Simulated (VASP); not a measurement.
Wanted: the native input for a VASP 6.6.1 run.

| Property | Result |
| --- | --- |
| Task | single point |
| Functional | PBE |
| Potentials or basis | VASP PAW PBE potentials, release 64 (Ti_sv, O) |
| Cutoff | 520 eV |
| k mesh | 6 × 6 × 4 |
| Occupations | gaussian, width 0.1 eV |
| Spin | no spin polarisation |
| Dipole correction | no |
| Further INCAR settings | ALGO = Normal; EDIFF = 1e-07; NBANDS = 60 |

The structure of TiO2 lies in POSCAR:

```
TiO2
1.0
    6.1535771931     -1.8834685000      0.0000000000
    6.1535771931      1.8834685000      0.0000000000
   -1.9283261078      0.0000000000      6.3289668713
Ti O
4 8
Direct
    0.8047140000      0.8047140000      0.7162380000
    0.0999290000      0.0999290000      0.7103980000
    0.1952860000      0.1952860000      0.2837620000
    0.9000710000      0.9000710000      0.2896020000
    0.0583525000      0.0583525000      0.3699790000
    0.6380690000      0.6380690000      0.7066030000
    0.1328115000      0.1328115000      0.0047090000
    0.9416475000      0.9416475000      0.6300210000
    0.7365115000      0.7365115000      0.3475000000
    0.8671885000      0.8671885000      0.9952910000
    0.2634885000      0.2634885000      0.6525000000
    0.3619310000      0.3619310000      0.2933970000
```

The input as run:

INCAR

```
PREC = Accurate
ENCUT = 520
EDIFF = 1E-7
ISMEAR = 0
SIGMA = 0.1
LREAL = False
LASPH = True
NELM = 100
ALGO = Normal
ISIF = 2
LWAVE = False
LCHARG = False
GGA = PE
NBANDS = 60
```

KPOINTS

```
Automatic mesh
0
Gamma
  6 6 4
```

Potentials or basis: VASP PAW PBE potentials, release 64 (Ti_sv, O).

The run is started by

```console
$ cat potpaw_PBE.64/Ti_sv/POTCAR potpaw_PBE.64/O/POTCAR > POTCAR
$ mpirun -np 1 vasp_std > vasp.out
```

Results of the run:

* Pressure: -0.6 GPa
* Largest force: 0.113 eV/Å
* Band gap on the k mesh: 2.73 eV, indirect (least direct gap 2.90 eV)

Run time: 7.1 min on 1 thread of Intel(R) Xeon(R) 6975P-C (Granite Rapids), with other jobs on the host, peak memory 0.51 GiB.
